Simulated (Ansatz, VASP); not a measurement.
**NaI in VASP and in Ansatz**

INCAR

```
ALGO = Normal
EDIFF = 1E-7
ENCUT = 520
ISIF = 2
ISMEAR = 0
LASPH = T
LCHARG = T
LELF = T
LREAL = F
LVHAR = T
LWAVE = F
NBANDS = 14
NELM = 60
PREC = Accurate
SIGMA = 0.05
```

The input KPOINTS:

```
k-points
0
Gamma
  8 8 8
```

The input POSCAR:

```
NaI
1.0
    0.0000000000      3.4165613001      2.9040771051
    3.4165613001      0.0000000000      2.9040771051
    3.4165613001      3.4165613001      0.0000000000
Na I
1 1
Direct
    0.0000000000      0.0000000000      0.0000000000
    0.5000000000      0.5000000000      0.5000000000
```

Input for Ansatz:

```yaml
crystal:
  lattice:
    - [0.0, 3.4165613001, 2.9040771051]
    - [3.4165613001, 0.0, 2.9040771051]
    - [3.4165613001, 3.4165613001, 0.0]
  atoms:
    - { symbol: Na, position: [0.0, 0.0, 0.0] }
    - { symbol: I, position: [0.5, 0.5, 0.5] }
basis:
  ecutwfc: 420
kpoints:
  mp_grid: { grid: [8, 8, 8] }
hamiltonian:
  xc: lda
scf:
  occupations: { method: gaussian, width: 0.05 }
output:
  forces: true
  stress: true
  eigenvalues: true
```

Alike in both runs: task single point; functional LDA; k mesh 8 × 8 × 8; occupations gaussian, width 0.05 eV; no spin polarisation.

|  | VASP | Ansatz |
| --- | --- | --- |
| version | VASP 6.6.1 | Ansatz 0.2.0 |
| potentials or method | VASP PAW LDA potentials, release 64 (Na_pv, I), cutoff 520 eV | scalar-relativistic, plane waves, PAW |
| valence electrons in the cell | 14 | 26 |

|  | VASP | Ansatz | Ansatz less VASP |
| --- | --- | --- | --- |
| gap on the k mesh at the Fermi level (eV) | 3.32 | 3.30 | -0.012 |
| least direct gap on the mesh (eV) | 3.32 | 3.30 | -0.012 |
| pressure (GPa) | -0.5 | -0.5 | -0.02 |
| traceless stress, the component that is largest in VASP (GPa) | 3.28 | 3.25 | -0.037 |

LDA's correlation is that of Perdew and Zunger in VASP and of Perdew and Wang (1992) in Ansatz. VASP's potentials hold 14 valence electrons a cell and Ansatz's 26, so a difference there can come from the potentials and not from the codes.

Spin-orbit coupling is off throughout.
